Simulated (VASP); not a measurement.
# TePb (Pm-3m) in VASP: notebook

TePb is run at these levels: PBE+D3(BJ); tasks: single point, relaxation of cell and atoms.

Everything below comes from runs of VASP 6.6.1. Logs are shortened: lines on timing, memory, paths and dates and some standing lists are left out, and cuts for length are marked.

## Step 1: The cell of the first run

The structure is cubic, space group Pm-3m (No. 221). Conventional cell: a = 4.053 Å, b = 4.053 Å, c = 4.053 Å, α = 90.00°, β = 90.00°, γ = 90.00°. Te (site symmetry m-3m) has 8 Pb at 3.51 Å and 6 Te at 4.05 Å within 4.6 Å. Within 4.6 Å of Pb (site symmetry m-3m) lie 8 Te at 3.51 Å and 6 Pb at 4.05 Å.

## Step 2: Single point, PBE+D3(BJ) (volume scaled by 1.10)

INCAR

```
ALGO = Normal ; EDIFF = 1E-7
ENCUT = 520 ; GGA = PE
ISIF = 2 ; ISMEAR = 0
IVDW = 12 ; LASPH = T
LCHARG = F ; LREAL = F
LWAVE = F ; NBANDS = 17
NELM = 100 ; PREC = Accurate
SIGMA = 0.1
```

KPOINTS

```
k-points
0
Gamma
  10 10 10
```

POSCAR

```
TePb
1.0
    4.0534845240      0.0000000000      0.0000000000
    0.0000000000      4.0534845240      0.0000000000
    0.0000000000      0.0000000000      4.0534845240
Te Pb
1 1
Direct
    0.5000000000      0.5000000000      0.5000000000
    0.0000000000      0.0000000000      0.0000000000
```

Potentials or basis: VASP PAW PBE potentials, release 64 (Te, Pb_d).

On the command line:

```console
> cat potpaw_PBE.64/Te/POTCAR potpaw_PBE.64/Pb_d/POTCAR > POTCAR
> mpirun -np 1 vasp_std > vasp.out
```

OUTCAR:

```text
EDIFF = 1E-7
   ENCUT = 520
   GGA = PE
   ISIF = 2
   ISMEAR = 0
   IVDW = 12
   LASPH = T
   LREAL = F
   NELM = 100
   PREC = Accurate
 IVDW          = 12

 ion  position               nearest neighbor table
   1  0.500  0.500  0.500-   2 3.51   2 3.51   2 3.51   2 3.51   2 3.51   2 3.51   2 3.51   2 3.51

   2  0.000  0.000  0.000-   1 3.51   1 3.51   1 3.51   1 3.51   1 3.51   1 3.51   1 3.51   1 3.51

  LATTYP: Found a simple cubic cell.
 ALAT       =     4.0534845240

  Lattice vectors:

 A1 = (   4.0534845240,   0.0000000000,   0.0000000000)
 A2 = (   0.0000000000,   4.0534845240,   0.0000000000)
 A3 = (   0.0000000000,   0.0000000000,   4.0534845240)

Analysis of symmetry for initial positions (statically):
=====================================================================
 Subroutine PRICEL returns:
 Original cell was already a primitive cell.

 Routine SETGRP: Setting up the symmetry group for a
 simple cubic supercell.

 Subroutine GETGRP returns: Found 48 space group operations
 (whereof 48 operations were pure point group operations)
 out of a pool of 48 trial point group operations.

The static configuration has the point symmetry O_h .

Analysis of symmetry for dynamics (positions and initial velocities):
=====================================================================
 Subroutine PRICEL returns:
 Original cell was already a primitive cell.

 Routine SETGRP: Setting up the symmetry group for a
 simple cubic supercell.

 Subroutine GETGRP returns: Found 48 space group operations
 (whereof 48 operations were pure point group operations)
 out of a pool of 48 trial point group operations.

The dynamic configuration has the point symmetry O_h .

 Subroutine INISYM returns: Found 48 space group operations
 (whereof 48 operations are pure point group operations),
 and found     1 'primitive' translations

----------------------------------------------------------------------------------------

                                     Primitive cell

  volume of cell :      66.6017

  direct lattice vectors                    reciprocal lattice vectors
     4.053484524  0.000000000  0.000000000     0.246701324  0.000000000  0.000000000
     0.000000000  4.053484524  0.000000000     0.000000000  0.246701324  0.000000000
     0.000000000  0.000000000  4.053484524     0.000000000  0.000000000  0.246701324

  length of vectors
     4.053484524  4.053484524  4.053484524     0.246701324  0.246701324  0.246701324

  position of ions in fractional coordinates (direct lattice)
     0.500000000  0.500000000  0.500000000
     0.000000000  0.000000000  0.000000000

  ion indices of the primitive-cell ions
   primitive index   ion index
                 1           1
                 2           2

----------------------------------------------------------------------------------------

 KPOINTS: k-points

Automatic generation of k-mesh.
 Grid dimensions read from file:
 generate k-points for:   10   10   10

 Generating k-lattice:

  Cartesian coordinates                     Fractional coordinates (reciprocal lattice)
     0.024670132  0.000000000  0.000000000     0.100000000  0.000000000  0.000000000
     0.000000000  0.024670132  0.000000000     0.000000000  0.100000000  0.000000000
     0.000000000  0.000000000  0.024670132     0.000000000  0.000000000  0.100000000

  Length of vectors
     0.024670132  0.024670132  0.024670132

  Shift w.r.t. Gamma in fractional coordinates (k-lattice)
     0.000000000  0.000000000  0.000000000

 Subroutine IBZKPT returns following result:
 ===========================================

 Found     56 irreducible k-points:

 Following reciprocal coordinates:
            Coordinates               Weight
  0.000000  0.000000  0.000000      1.000000
  0.100000  0.000000  0.000000      6.000000
  0.200000  0.000000  0.000000      6.000000
  0.300000  0.000000  0.000000      6.000000
  0.400000  0.000000  0.000000      6.000000
  0.500000  0.000000  0.000000      3.000000
[... 16 lines left out ...]
  0.200000  0.100000  0.100000     24.000000
  0.300000  0.100000  0.100000     24.000000
 [... further k-points ...]
   k-points           NKPTS =     56   k-points in BZ     NKDIM =     56   number of bands    NBANDS=     17
   number of dos      NEDOS =    301   number of ions     NIONS =      2
   total plane-waves  NPLWV =  27000
   dimension x,y,z NGX =    30 NGY =   30 NGZ =   30
   dimension x,y,z NGXF=    60 NGYF=   60 NGZF=   60
   ions per type =               1   1
   NGX,Y,Z   is equivalent  to a cutoff of  12.30, 12.30, 12.30 a.u.
   NGXF,Y,Z  is equivalent  to a cutoff of  24.61, 24.61, 24.61 a.u.
 SYSTEM =  unknown system
   PREC   = accura    normal or accurate (medium, high low for compatibility)
   ISTART =      0    job   : 0-new  1-cont  2-samecut
   ICHARG =      2    charge: 1-file 2-atom 10-const
   ISPIN  =      1    spin polarized calculation?
   LNONCOLLINEAR =      F non collinear calculations
   LSORBIT =      F    spin-orbit coupling
   LASPH  =      T    aspherical Exc in radial PAW
   ENCUT  =  520.0 eV  38.22 Ry    6.18 a.u.   7.54  7.54  7.54*2*pi/ulx,y,z
   NELM   =    100;   NELMIN=  2; NELMDL= -5     # of ELM steps
   EDIFF  = 0.1E-06   stopping-criterion for ELM
   LREAL  =      F    real-space projection
   EDIFFG = 0.1E-05   stopping-criterion for IOM
   NSW    =      0    number of steps for IOM
   IBRION =     -1    ionic relax: 0-MD 1-quasi-New 2-CG
   NFREE  =      0    steps in history (QN), initial steepest desc. (CG)
   ISIF   =      2    stress and relaxation
   ISYM   =      2    0-nonsym 1-usesym 2-fastsym
   POTIM  = 0.5000    time-step for ionic-motion
   TEBEG  =    0.0;   TEEND  =   0.0 temperature during run
   PSTRESS=    0.0 pullay stress
   NELECT =      20.0000    total number of electrons
   NUPDOWN=      -1.0000    fix difference up-down
   EMIN   =  10.00;   EMAX   =-10.00  energy-range for DOS
   EFERMI =   0.00;   METHOD = LEGACY
   ISMEAR =     0;   SIGMA  =   0.10  broadening in eV -4-tet -1-fermi 0-gaus
   EFERMI_NEDOS =   21; number of points for ismear=-14 and -15
   IALGO  =     38    algorithm
   IMIX   =      4    mixing-type and parameters
     AMIX     =   0.40;   BMIX     =  1.00
     AMIX_MAG =   1.60;   BMIX_MAG =  1.00
  volume/ion in A,a.u.               =      33.30       224.73
  Fermi-wavevector in a.u.,A,eV,Ry     =   1.096284  2.071676 16.352000  1.201838
  Thomas-Fermi vector in A             =   2.232623
   LORBIT       =      0    0 simple, 1 ext, 2 COOP (PROOUT), +10 PAW based schemes
   GGA     = PE    functional components
   LHFCALC =     F    Hartree Fock is set to
   AEXX    =    0.0000 exact exchange contribution
   IVDW    =    12    specifies the selected vdW correction
   LEPSILON=     F    determine dielectric tensor
   LRPA    =     F    only Hartree local field effects (RPA)
 non-spin polarized calculation
 Gauss-broadening in eV      SIGMA  =   0.10
  energy-cutoff  :      520.00
  volume of cell :       66.60
 maximum number of plane-waves:      1856
   NGX = 15   NGY = 15   NGZ = 15

 number of electron      20.0000009 magnetization

 Free energy of the ion-electron system (eV)
  ---------------------------------------------------
  ext. energy  EPLUGINS =         0.00000000
  ---------------------------------------------------
  free energy    TOTEN  =        -7.05514684 eV

  energy without entropy =       -7.04906420  energy(sigma->0) =       -7.05210552

 E-fermi :   5.8686     XC(G=0):  -9.5124

 val. band max:        5.8333075685   @ k =   0.2000   0.2000   0.1000
 cond. band min:       5.9116634075   @ k =   0.5000   0.2000   0.0000
 fundamental gap:      0.0783558391
 Fermi energy:         5.8685834479

 k-point     1 :       0.0000    0.0000    0.0000
  band No.  band energies     occupation
      1     -11.1999      2.00000
      2     -11.1999      2.00000
      3     -11.1269      2.00000
      4     -11.1269      2.00000
      5     -11.1269      2.00000
      6      -5.9703      2.00000
[... 9 lines left out ...]
     16      15.4453      0.00000
     17      16.8152      0.00000

 k-point     2 :       0.1000    0.0000    0.0000
  band No.  band energies     occupation
      1     -11.1997      2.00000
      2     -11.1942      2.00000
      3     -11.1289      2.00000
      4     -11.1289      2.00000
      5     -11.1267      2.00000
      6      -5.8950      2.00000
[... 9 lines left out ...]
     16      16.0116      0.00000
     17      16.3752      0.00000

 k-point     3 :       0.2000    0.0000    0.0000
  band No.  band energies     occupation
      1     -11.1989      2.00000
      2     -11.1791      2.00000
      3     -11.1343      2.00000
      4     -11.1343      2.00000
      5     -11.1263      2.00000
      6      -5.6748      2.00000
[... 9 lines left out ...]
     16      15.2221      0.00000
     17      16.2022      0.00000

 k-point     4 :       0.3000    0.0000    0.0000
  band No.  band energies     occupation
      1     -11.1980      2.00000
      2     -11.1604      2.00000
      3     -11.1409      2.00000
      4     -11.1409      2.00000
      5     -11.1258      2.00000
      6      -5.3331      2.00000
[... 9 lines left out ...]
     16      14.0845      0.00000
     17      16.4553      0.00000
[... 343 lines left out ...]
      1     -11.1908      2.00000
      2     -11.1908      2.00000
      3     -11.1316      2.00000
      4     -11.1306      2.00000
      5     -11.1306      2.00000
      6      -5.7462      2.00000
[... 9 lines left out ...]
     16      15.5789      0.00000
     17      15.5789      0.00000

 k-point    23 :       0.2000    0.1000    0.1000
  band No.  band energies     occupation
      1     -11.1901      2.00000
      2     -11.1756      2.00000
      3     -11.1372      2.00000
      4     -11.1361      2.00000
      5     -11.1303      2.00000
      6      -5.5302      2.00000
[... 9 lines left out ...]
     16      14.9180      0.00000
     17      15.2881      0.00000

 k-point    24 :       0.3000    0.1000    0.1000
  band No.  band energies     occupation
      1     -11.1893      2.00000
      2     -11.1568      2.00000
      3     -11.1444      2.00000
      4     -11.1429      2.00000
      5     -11.1296      2.00000
      6      -5.1979      2.00000
[... 9 lines left out ...]
     16      14.5993      0.00000
     17      14.6904      0.00000

 [... further k-points ...]

------------------------ aborting loop because EDIFF is reached ----------------------------------------

 Edisp (eV)   -0.84532

 E8    (eV) :    -0.4085

  FORCE on cell =-STRESS in cart. coord.  units (eV):
  Direction    XX          YY          ZZ          XY          YZ          ZX
  --------------------------------------------------------------------------------------
  -------------------------------------------------------------------------------------
  Total      -0.17103    -0.17103    -0.17103     0.00000    -0.00000    -0.00000
  in kB      -4.11425    -4.11425    -4.11425     0.00000    -0.00000    -0.00000
  external pressure =       -4.11 kB  Pullay stress =        0.00 kB

 VOLUME and BASIS-vectors are now :
 -----------------------------------------------------------------------------
  energy-cutoff  :      520.00
  volume of cell :       66.60
      direct lattice vectors                 reciprocal lattice vectors
     4.053484524  0.000000000  0.000000000     0.246701324  0.000000000  0.000000000
     0.000000000  4.053484524  0.000000000     0.000000000  0.246701324  0.000000000
     0.000000000  0.000000000  4.053484524     0.000000000  0.000000000  0.246701324

 POSITION                                       TOTAL-FORCE (eV/Angst)
 -----------------------------------------------------------------------------------
      2.02674      2.02674      2.02674         0.000000      0.000000      0.000000
      0.00000      0.00000      0.00000         0.000000      0.000000      0.000000
 -----------------------------------------------------------------------------------
    total drift:                                0.000000     -0.000000     -0.000000

  FREE ENERGIE OF THE ION-ELECTRON SYSTEM (eV)
  ---------------------------------------------------
  free  energy   TOTEN  =        -7.9004717601 eV

  energy  without entropy=       -7.8943891232  energy(sigma->0) =       -7.89743044
```

It took 58 s on 1 thread of Intel Xeon Platinum 8259CL at 2.50GHz (Skylake/Cascade Lake), shared host; peak memory 0.22 GiB.

Results:

| Item | Value |
| --- | --- |
| Free energy | -7.9005 eV |
| Pressure | -0.4 GPa |
| Band gap on the k mesh | zero (band 10 reaches 6.16 eV, above the bottom of band 11 at 5.03 eV) |
| Dispersion energy per atom | -0.423 eV |

Levels at points of the mesh, in eV from the Fermi level:
```
           k point  band 6  band 7  band 8  band 9  band 10  band 11  band 12  band 13  band 14  band 15
(0.00, 0.00, 0.00)  -11.84   -6.80   -1.40   -1.40    -1.40     4.16     4.16     5.09     5.09     5.09
(0.50, 0.00, 0.00)  -10.60   -8.83   -0.75   -0.07    -0.07     0.24     2.38     2.38     5.49     6.87
(0.50, 0.50, 0.00)   -9.95   -7.80   -4.09   -4.09     0.29     3.48     3.67     3.67     6.03     6.80
(0.50, 0.50, 0.50)   -9.60   -7.12   -2.27   -2.27    -2.27    -0.84    -0.84    -0.84    13.25    13.25
```

Caveat: spin-orbit coupling is left out, which moves the levels of the heavy elements; pairwise dispersion overbinds metals, which lowers pressure and volume.

(Part 1 of 2 ends here.)
